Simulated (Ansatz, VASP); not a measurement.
**One calculation of SiO2, two programs**

```xyz
6
Lattice="0.0000 3.7292 3.7292 3.7292 0.0000 3.7292 3.7292 3.7292 0.0000" Properties=species:S:1:pos:R:3 pbc="T T T"
Si    3.7292    3.7292    3.7292
Si    5.5938    5.5938    5.5938
O     4.6615    4.6615    4.6615
O     4.6615    2.7969    2.7969
O     2.7969    2.7969    4.6615
O     2.7969    4.6615    2.7969
```

Alike in both runs: functional PBE; k mesh 6 × 6 × 6; occupations gaussian, width 0.1 eV; no spin polarisation.

Ansatz relaxed the structure, and its values are those at the end. VASP's run is a single point on that final structure, the one shown.

|  | VASP | Ansatz |
| --- | --- | --- |
| version | VASP 6.6.1 | Ansatz 0.2.0 |
| potentials or method | VASP PAW PBE potentials, release 64 (Si, O), cutoff 520 eV | scalar-relativistic, plane waves, PAW |
| valence electrons in the cell | 32 | 32 |

```csv
,VASP,Ansatz,Ansatz less VASP
gap on the k mesh at the Fermi level (eV),5.37,5.38,+0.002
least direct gap on the mesh (eV),5.38,5.38,+0.002
pressure (GPa),0.2,0.1,-0.02
```

With one functional, cell and mesh, what is left measures potentials, basis and numerics.
